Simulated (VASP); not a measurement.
# W (Pm-3n) in VASP: further runs, part 2 of 2

VASP 6.6.1. Earlier steps stand in the parts before.

**4. Single point, PBE**

This run uses another cell than the first one, of 16.42 Å³/atom.

INCAR reads:

```
SYSTEM = W
PREC     = Accurate       ! precision mode
ENCUT    = 520            ! plane-wave cutoff, eV
EDIFF    = 1E-7           ! SCF threshold, eV
ISMEAR   = -1             ! smearing method
SIGMA    = 0.05           ! smearing width, eV
LREAL    = .False.        ! projectors in reciprocal space
LASPH    = .True.         ! aspherical terms in the spheres
NELM     = 60             ! most SCF steps
ALGO     = Normal         ! electronic algorithm
ISIF     = 2              ! what is computed and relaxed
LWAVE    = .False.        ! write WAVECAR
LCHARG   = .False.        ! write CHGCAR
GGA      = PE             ! functional
NBANDS   = 66             ! bands
```

KPOINTS reads:

```
Automatic mesh
0
Gamma
  9 9 9
  0 0 0
```

POSCAR reads:

```
W
1.0
    5.0830000000      0.0000000000      0.0000000000
    0.0000000000      5.0830000000      0.0000000000
    0.0000000000      0.0000000000      5.0830000000
W
8
Direct
    0.0000000000      0.0000000000      0.0000000000
    0.5000000000      0.5000000000      0.5000000000
    0.0000000000      0.5000000000      0.2500000000
    0.0000000000      0.5000000000      0.7500000000
    0.2500000000      0.0000000000      0.5000000000
    0.7500000000      0.0000000000      0.5000000000
    0.5000000000      0.7500000000      0.0000000000
    0.5000000000      0.2500000000      0.0000000000
```

Potentials or basis: VASP PAW PBE potentials, release 64 (W_sv).

Run with:

```sh
$ cat potpaw_PBE.64/W_sv/POTCAR > POTCAR
$ mpirun -np 1 vasp_std > vasp.out
```

OUTCAR:

```text
SYSTEM = W
   PREC = Accurate
   ENCUT = 520
   EDIFF = 1E-7
   ISMEAR = -1
   LREAL = .False.
   LASPH = .True.
   NELM = 60
   ISIF = 2
   GGA = PE

 ion  position               nearest neighbor table
   1  0.000  0.000  0.000-   3 2.84   4 2.84   5 2.84   6 2.84   7 2.84   8 2.84   5 2.84   6 2.84
                             3 2.84   4 2.84   7 2.84   8 2.84
   2  0.500  0.500  0.500-   3 2.84   4 2.84   5 2.84   6 2.84   7 2.84   8 2.84   7 2.84   8 2.84
                             5 2.84   6 2.84   3 2.84   4 2.84
   3  0.000  0.500  0.250-   4 2.54   4 2.54   1 2.84   2 2.84   1 2.84   2 2.84   8 3.11   5 3.11
                             6 3.11   5 3.11   6 3.11   7 3.11   7 3.11   8 3.11
   4  0.000  0.500  0.750-   3 2.54   3 2.54   1 2.84   2 2.84   1 2.84   2 2.84   8 3.11   5 3.11
                             6 3.11   5 3.11   6 3.11   7 3.11   7 3.11   8 3.11
   5  0.250  0.000  0.500-   6 2.54   6 2.54   1 2.84   1 2.84   2 2.84   2 2.84   8 3.11   4 3.11
                             7 3.11   8 3.11   3 3.11   3 3.11   4 3.11   7 3.11
   6  0.750  0.000  0.500-   5 2.54   5 2.54   1 2.84   1 2.84   2 2.84   2 2.84   8 3.11   4 3.11
                             7 3.11   8 3.11   3 3.11   3 3.11   4 3.11   7 3.11
   7  0.500  0.750  0.000-   8 2.54   8 2.54   1 2.84   2 2.84   2 2.84   1 2.84   3 3.11   4 3.11
                             5 3.11   6 3.11   5 3.11   6 3.11   3 3.11   4 3.11
   8  0.500  0.250  0.000-   7 2.54   7 2.54   1 2.84   2 2.84   2 2.84   1 2.84   3 3.11   4 3.11
                             5 3.11   6 3.11   5 3.11   6 3.11   3 3.11   4 3.11

  LATTYP: Found a simple cubic cell.
 ALAT       =     5.0830000000

  Lattice vectors:

 A1 = (   5.0830000000,   0.0000000000,   0.0000000000)
 A2 = (   0.0000000000,   5.0830000000,   0.0000000000)
 A3 = (   0.0000000000,   0.0000000000,   5.0830000000)

Analysis of symmetry for initial positions (statically):
=====================================================================
 Subroutine PRICEL returns:
 Original cell was already a primitive cell.

 Routine SETGRP: Setting up the symmetry group for a
 simple cubic supercell.

 Subroutine GETGRP returns: Found 48 space group operations
 (whereof 24 operations were pure point group operations)
 out of a pool of 48 trial point group operations.

[... 153 lines left out ...]
   GGA     = PE    functional components
   LHFCALC =     F    Hartree Fock is set to
   AEXX    =    0.0000 exact exchange contribution
   IVDW    =     0    specifies the selected vdW correction
   LEPSILON=     F    determine dielectric tensor
   LRPA    =     F    only Hartree local field effects (RPA)
 non-spin polarized calculation
  energy-cutoff  :      520.00
  volume of cell :      131.33
 maximum number of plane-waves:      3575
 NGX is ok and might be reduce to    40
   NGX = 19   NGY = 19   NGZ = 19

 number of electron     111.9999988 magnetization

 Free energy of the ion-electron system (eV)
  ---------------------------------------------------
  ext. energy  EPLUGINS =         0.00000000
  ---------------------------------------------------
  free energy    TOTEN  =      -102.90559736 eV

  energy without entropy =     -102.87828878  energy(sigma->0) =     -102.89194307

 E-fermi :  10.7310     XC(G=0): -13.4295

 val. band max:       10.7195524081   @ k =   0.2222   0.0000   0.0000
 cond. band min:      10.7525907984   @ k =   0.4444   0.3333   0.1111
 fundamental gap:      0.0330383903
 Fermi energy:        10.7309799152

 k-point     1 :       0.0000    0.0000    0.0000
  band No.  band energies     occupation
      1     -63.3404      2.00000
      2     -63.2977      2.00000
      3     -63.2977      2.00000
      4     -63.1644      2.00000
      5     -63.1644      2.00000
      6     -63.1644      2.00000
[... 1645 lines left out ...]
     65      13.0426      0.00000
     66      13.6078      0.00000

 [... further k-points ...]
[... 5 lines left out ...]
  --------------------------------------------------------------------------------------
  -------------------------------------------------------------------------------------
  Total        0.0000772      0.0000772      0.0000772      0.0000000     -0.0000000     -0.0000000
  in kB        0.0009423      0.0009423      0.0009423      0.0000000     -0.0000000     -0.0000000
  external PRESSURE =       0.0009423 kB  Pullay stress =       0.0000000 kB

 VOLUME and BASIS-vectors are now :
 -----------------------------------------------------------------------------
  energy-cutoff  :      520.00
  volume of cell :      131.33
      direct lattice vectors                 reciprocal lattice vectors
     5.083000000  0.000000000  0.000000000     0.196734212  0.000000000  0.000000000
     0.000000000  5.083000000  0.000000000     0.000000000  0.196734212  0.000000000
     0.000000000  0.000000000  5.083000000     0.000000000  0.000000000  0.196734212

 POSITION                                       TOTAL-FORCE (eV/Angst)
 -----------------------------------------------------------------------------------
      0.00000      0.00000      0.00000        -0.000000     -0.000000     -0.000000
      2.54150      2.54150      2.54150        -0.000000     -0.000000     -0.000000
      0.00000      2.54150      1.27075        -0.000000      0.000000     -0.000000
      0.00000      2.54150      3.81225         0.000000     -0.000000      0.000000
      1.27075      0.00000      2.54150         0.000000      0.000000      0.000000
      3.81225      0.00000      2.54150        -0.000000      0.000000     -0.000000
      2.54150      3.81225      0.00000        -0.000000      0.000000     -0.000000
      2.54150      1.27075      0.00000         0.000000     -0.000000      0.000000
 -----------------------------------------------------------------------------------
    total drift:                               -0.000000     -0.000000      0.000000

  FREE ENERGIE OF THE ION-ELECTRON SYSTEM (eV)
  ---------------------------------------------------
  free  energy   TOTEN  =      -102.9055973558 eV

  energy  without entropy=     -102.8782887812  energy(sigma->0) =     -102.89194307
```

It took 8.3 min on 1 thread of Oxide Virtual Turin-like, shared host; peak memory 0.32 GiB.

What came out:

* Free energy: -102.9056 eV
* Pressure: 0.0 GPa
* Band gap on the k mesh: zero (bands 56 and 57 overlap by 0.72 eV)

Levels at points of the mesh, in eV from the Fermi level:
```tsv
k point	band 54	band 55	band 56	band 57	band 58	band 59
(0.00, 0.00, 0.00)	-1.45	-0.46	-0.46	-0.46	1.60	1.60
```

Caveat: spin-orbit coupling is left out, which moves the levels of the heavy elements.

**5. The runs side by side**

| cell | gap on the mesh (eV) | pressure (GPa) |
| --- | --- | --- |
| a = 5.183 Å, 8 atoms | none | -15.4 |
| a = 5.049 Å, 8 atoms | none | 6.3 |
| a = 5.083 Å, 8 atoms | none | 0.0 |

Alike in all rows: task single point; level PBE; potentials or basis VASP PAW PBE potentials, release 64 (W_sv); no spin polarisation; k mesh 9 × 9 × 9; cutoff (eV) 520; smearing fermi-dirac 0.05 eV.

Caveats: spin-orbit coupling is left out, which moves the levels of the heavy elements; the cell stands under tension (at least some runs); the cell stands under pressure (at least some runs).

Absolute energies hang on the potentials; compare differences alone.

The gap in the log of VASP goes by the Fermi energy; the results here count the filled bands.